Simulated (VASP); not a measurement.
Input of a VASP 6.6.1 run:

File INCAR:

```
PREC = Accurate
ENCUT = 520
EDIFF = 1E-8
ISMEAR = -1
SIGMA = 0.05
LREAL = F
LASPH = T
NELM = 60
ALGO = Normal
ISIF = 2
LWAVE = F
LCHARG = F
GGA = PE
LEFG = T
NBANDS = 11
```

The input KPOINTS:

```
regular mesh
0
Gamma
  10 10 10
```

POSCAR

```
Ba
1.0
   -2.4662120743      2.4662120743      2.4662120743
    2.4662120743     -2.4662120743      2.4662120743
    2.4662120743      2.4662120743     -2.4662120743
Ba
1
Direct
    0.0000000000      0.0000000000      0.0000000000
```

Potentials or basis: VASP PAW PBE potentials, release 64 (Ba_sv).

Run with:

```bash
$ cat potpaw_PBE.64/Ba_sv/POTCAR > POTCAR
$ mpirun -np 1 vasp_std > vasp.out
```

(1) Predict the band gap on the k mesh.

(2) Estimate the pressure.

Answers

(1) zero (band 5 reaches 2.17 eV, above the bottom of band 6 at 1.20 eV).

(2) 0.6 GPa.

Caveat: without QUAD_EFG the Cq values of the log hold for a quadrupole moment of 1 mb, not for the nuclei; spin-orbit coupling is left out, which moves the levels of the heavy elements.
